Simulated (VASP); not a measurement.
SnO, 4 atoms in the cell. Symmetry: Pmn2_1, No. 31, orthorhombic system. The conventional cell has a = 3.250 Å, b = 5.497 Å, c = 4.499 Å, α = 90.00°, β = 90.00°, γ = 90.00°. Within 2.8 Å of Sn (site symmetry m) lie 3 O at 2.13 to 2.16 Å. Within 2.8 Å of O (site symmetry m) lie 3 Sn at 2.13 to 2.16 Å.  This cell differs from its parent crystal: ratio of the length along z to the lengths across it x 1.1, volume and fractional coordinates fixed.

- Program: VASP 6.6.1
- Task: single point
- Functional: r2SCAN
- Potentials or basis: VASP PAW PBE potentials, release 64 (Sn_d, O)
- Cutoff: 520 eV
- k mesh: 10 × 6 × 8
- Occupations: gaussian, width 0.05 eV
- Spin: no spin polarisation
- Dipole correction: no
- Further INCAR settings: ALGO = Normal; EDIFF = 1e-07; NBANDS = 28

Potentials or basis: VASP PAW PBE potentials, release 64 (Sn_d, O).

The run is started by

```console
$ cat potpaw_PBE.64/Sn_d/POTCAR potpaw_PBE.64/O/POTCAR > POTCAR
$ cp INCAR.step1 INCAR
$ mpirun -np 1 vasp_std > vasp.out
$ cp INCAR.step2 INCAR
$ mpirun -np 1 vasp_std > vasp.out
```

Hardware: 1 thread of Oxide Virtual Turin-like Processor, with other jobs on the host.

Estimate the wall time of this run.

Wall time 21 min on 1 thread of Oxide Virtual Turin-like Processor, with other jobs on the host, peak memory 0.32 GiB. Counts: k points 120.
